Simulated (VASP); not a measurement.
A run of VASP 6.6.1:

File INCAR:

```
SYSTEM = C
ALGO = Normal
EDIFF = 1E-7
ENCUT = 520
GGA = PE
ISIF = 2
ISMEAR = -1
LASPH = .TRUE.
LCHARG = .FALSE.
LREAL = .FALSE.
LWAVE = .FALSE.
NBANDS = 16
NELM = 60
PREC = Accurate
SIGMA = 0.05
```

The input KPOINTS:

```
k-points
0
G
  12 12 4
  0 0 0
```

The input POSCAR:

```
C
1.0
    1.2442083491     -2.1550526854      0.0000000000
    1.2442083491      2.1550526854      0.0000000000
    0.0000000000      0.0000000000      7.2676636872
C
4
Direct
    0.9166205400      0.0833794600      0.7531376000
    0.4166205400      0.5833794600      0.2468624000
    0.0833794600      0.9166205400      0.2468624000
    0.5833794600      0.4166205400      0.7531376000
```

Potentials or basis: VASP PAW PBE potentials, release 64 (C).

Command:

```bash
$ cat potpaw_PBE.64/C/POTCAR > POTCAR
$ mpirun -np 1 vasp_std > vasp.out
```

Hardware: 1 thread of Intel(R) Xeon(R) 6975P-C (Granite Rapids) (shared host).

Problem. How long does it take, and how much memory?

Solution. Wall time 30 s on 1 thread of Intel(R) Xeon(R) 6975P-C (Granite Rapids), on a shared host, peak memory 0.18 GiB. Counts: scf iterations 13, k points 129.
